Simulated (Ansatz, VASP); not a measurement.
**One calculation of ZrSi2, two programs**

```
CELL_PARAMETERS angstrom
3.70518 0.00000 0.00000
0.00000 14.78803 0.00000
0.00000 0.00000 3.67907
ATOMIC_POSITIONS crystal
Zr 0.00000 0.10533 0.25000
Zr 0.50000 0.39467 0.75000
Zr 0.50000 0.60533 0.25000
Zr 0.00000 0.89467 0.75000
Si 0.00000 0.44690 0.25000
Si 0.50000 0.05310 0.75000
Si 0.50000 0.24969 0.25000
Si 0.00000 0.25031 0.75000
Si 0.50000 0.94690 0.25000
Si 0.00000 0.55310 0.75000
Si 0.00000 0.74969 0.25000
Si 0.50000 0.75031 0.75000
```

Alike in both runs: task single point; functional PBE; k mesh 10 × 4 × 10; occupations gaussian, width 0.1 eV; no spin polarisation.

```csv
,VASP,Ansatz
version,VASP 6.6.1,Ansatz 0.2.0
potentials or method,"VASP PAW PBE potentials, release 64 (Zr_sv, Si), cutoff 520 eV","scalar-relativistic, plane waves, PAW"
valence electrons in the cell,80,80
```

|  | VASP | Ansatz | Ansatz less VASP |
| --- | --- | --- | --- |
| gap on the k mesh at the Fermi level (eV) | none | none | - |
| pressure (GPa) | 0.0 | 0.0 | -0.02 |
| rms of the force components (eV/Å) | 0.004 | 0.001 | -0.0034 |

Atom by atom the forces differ by 0.004 eV/Å (rms over components). A gap of «none» marks a metal or a gap that the smearing closes.
